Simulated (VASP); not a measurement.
# Pd: single point with BLYP+D4

Crystal: Pd.

```
CELL_PARAMETERS angstrom
0.00000 1.94650 1.94650
1.94650 0.00000 1.94650
1.94650 1.94650 0.00000
ATOMIC_POSITIONS crystal
Pd 0.00000 0.00000 0.00000
```

```
Program             : VASP 6.6.1
Task                : single point
Functional          : BLYP
Dispersion          : D4
Potentials or basis : VASP PAW PBE potentials, release 64 (Pd)
Cutoff              : 520 eV
k mesh              : 12 × 12 × 12
Occupations         : fermi-dirac, width 0.05 eV
Spin                : no spin polarisation
```

| Quantity | Value |
| --- | --- |
| Pressure | 8.3 GPa |
| Band gap on the k mesh | zero (band 5 reaches 10.59 eV, above the bottom of band 6 at 8.98 eV) |
| Dispersion energy per atom | -0.947 eV |

Levels at points of the mesh, in eV from the Fermi level:
| k point | band 2 | band 3 | band 4 | band 5 | band 6 | band 7 | band 8 | band 9 |
| --- | --- | --- | --- | --- | --- | --- | --- | --- |
| (0.00, 0.00, 0.00) | -2.83 | -2.83 | -2.83 | -1.23 | -1.23 | 17.54 | 22.14 | 22.14 |
| (0.50, 0.00, 0.00) | -2.88 | -2.88 | -0.01 | -0.01 | 1.30 | 7.38 | 16.93 | 21.14 |
| (0.50, 0.50, 0.00) | -5.06 | -0.05 | 0.31 | 0.31 | 3.57 | 10.88 | 13.33 | 13.33 |

It took 13 s on 1 thread of AMD EPYC 7R43 64-Core Processor (Zen 3) (shared host), peak memory 0.1 GiB.

Caveat: the PAW data sets were made with another functional, which shifts forces and pressure a little; pairwise dispersion overbinds metals, which lowers pressure and volume.
